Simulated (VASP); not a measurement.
# MoS2: single point with PBE+D3(BJ)

The system is MoS2.

```
Mo S
1.0
     3.24380    0.00000    0.00000
    -1.62190    2.80921    0.00000
     0.00000    0.00000   11.66030
Mo S
2 4
Direct
  0.66667 0.33333 0.25014
  0.33333 0.66667 0.74986
  0.33333 0.66667 0.37960
  0.66667 0.33333 0.87931
  0.33333 0.66667 0.12069
  0.66667 0.33333 0.62040
```

* Program: VASP 6.6.1
* Task: single point
* Functional: PBE
* Dispersion: D3(BJ)
* Potentials or basis: VASP PAW PBE potentials, release 64 (Mo_sv, S)
* Cutoff: 520 eV
* k mesh: 12 × 12 × 4
* Occupations: gaussian, width 0.05 eV
* Spin: no spin polarisation
* Dipole correction: no
* Further INCAR settings: ALGO = Normal; EDIFF = 1e-06; NBANDS = 35

```yaml
Pressure: -2.6 GPa
Largest_force: 0.414 eV/Å
Band_gap_on_the_k_mesh: 0.28 eV (least direct gap 1.35 eV)
Dispersion_energy_per_atom: -0.427 eV
```

Forces on the atoms (eV/Å):
```
Mo   0.000  0.000 -0.002
Mo   0.000  0.000  0.002
S    0.000  0.000  0.410
S    0.000  0.000  0.414
S    0.000  0.000 -0.414
S    0.000  0.000 -0.410
```

Stress tensor (GPa, compression positive):
```
-6.42  0.00  0.00
 0.00 -6.42  0.00
 0.00  0.00  5.11
```

Levels at points of the mesh, in eV from the valence-band top:
| k point | band 24 | band 25 | band 26 | band 27 | band 28 | band 29 |
| --- | --- | --- | --- | --- | --- | --- |
| (0.00, 0.00, 0.00) | -1.13 | -0.89 | 0.00 | 1.55 | 1.55 | 1.58 |
| (0.50, 0.00, 0.00) | -2.18 | -1.83 | -1.52 | 0.91 | 1.00 | 1.39 |
| (0.00, 0.00, 0.50) | -2.54 | -0.19 | -0.18 | 1.55 | 1.55 | 1.55 |
| (0.50, 0.00, 0.50) | -2.32 | -1.64 | -1.64 | 0.95 | 0.95 | 1.50 |

Run time: 2.2 min on 1 thread of Intel(R) Xeon(R) Platinum 8488C (Sapphire Rapids), with other jobs on the host, peak memory 0.35 GiB.

Caveat: the stress differs along the axes, from -6 to 5 GPa. A k mesh can miss the band edges.
